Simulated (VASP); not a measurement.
V:

```
V
1.0
     2.46252    0.00000    0.00000
     0.00000    2.46252    0.00000
     0.00000    0.00000    2.46252
V
1
Direct
  0.00000 0.00000 0.00000
```

| Item | Value |
| --- | --- |
| Program | VASP 6.6.1 |
| Task | relaxation of cell and atoms |
| Functional | PBE |
| Potentials or basis | VASP PAW PBE potentials, release 64 (V_sv) |
| Cutoff | 600 eV |
| k mesh | 13 × 13 × 13 |
| Occupations | fermi-dirac, width 0.05 eV |
| Spin | collinear spin, ferromagnetic start |
| Starting moments | [1.0] μB |

At the start: pressure -2.7 GPa; volume 14.93 Å³/atom.

Where does the relaxation end?

Over 3 steps the energy falls by 2.6 meV/atom and the volume is 14.63 Å³/atom (-2.0 %); space group Pm-3m (No. 221, to 0.05 Å); moment 0.00 μB per cell.

Step by step:
| step | energy change (eV) | largest force (eV/Å) | pressure (GPa) | volume (Å³) |
| --- | --- | --- | --- | --- |
| 1 | 0.0000 | 0.0000 | -2.71 | 14.93 |
| 2 | -0.0009 | 0.0000 | 2.36 | 14.39 |
| 3 | -0.0026 | 0.0000 | -0.01 | 14.63 |

Final structure:
```yaml
crystal:
  lattice:
    - [2.44593, 0.00000, 0.00000]
    - [0.00000, 2.44593, 0.00000]
    - [0.00000, 0.00000, 2.44593]
  atoms:
    - { symbol: V, position: [0.00000, 0.00000, 0.00000] }
```
